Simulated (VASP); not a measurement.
Crystal: InSe2.

```
In Se
1.0
     4.86921    0.00000    0.00000
    -2.43460    4.21686    0.00000
     0.00000    0.00000    3.42483
In Se
1 2
Direct
  0.00000 0.00000 0.00000
  0.33333 0.66667 0.50000
  0.66667 0.33333 0.50000
```

- Program: VASP 6.6.1
- Task: relaxation of cell and atoms
- Functional: PBE
- Potentials or basis: VASP PAW PBE potentials, release 64 (In_d, Se)
- Cutoff: 600 eV
- k mesh: 12 × 12 × 14
- Occupations: gaussian, width 0.1 eV
- Spin: no spin polarisation

At the start: pressure 1.7 GPa; volume 23.44 Å³/atom.

**Question.** How do energy, volume and symmetry change on relaxing?

**Answer.** Over 8 steps the energy falls by 50.2 meV/atom and the volume is 25.74 Å³/atom (+9.8 %); space group P6/mmm (No. 191, to 0.05 Å).

Step by step:
```csv
step,energy change (eV),largest force (eV/Å),pressure (GPa),volume (Å³)
1,0.0000,0.0000,1.67,70.32
2,-0.0575,0.0000,0.35,72.81
3,-0.1125,0.0000,-1.79,78.60
4,-0.1482,0.0000,-0.56,77.81
5,-0.1506,0.0000,-0.09,77.55
6,-0.1506,0.0000,-0.05,77.53
7,-0.1506,0.0000,-0.05,77.45
8,-0.1507,0.0000,0.03,77.22
```

Final structure:
```cif
data_structure
_symmetry_space_group_name_H-M 'P 1'
_symmetry_Int_Tables_number 1
_cell_length_a 4.7669
_cell_length_b 4.7669
_cell_length_c 3.9239
_cell_angle_alpha 90.000
_cell_angle_beta 90.000
_cell_angle_gamma 120.000
_cell_volume 77.22
loop_
_atom_site_label
_atom_site_type_symbol
_atom_site_fract_x
_atom_site_fract_y
_atom_site_fract_z
_atom_site_occupancy
In1 In 0.00000 0.00000 0.00000 1
Se1 Se 0.33333 0.66667 0.50000 1
Se2 Se 0.66667 0.33333 0.50000 1
```
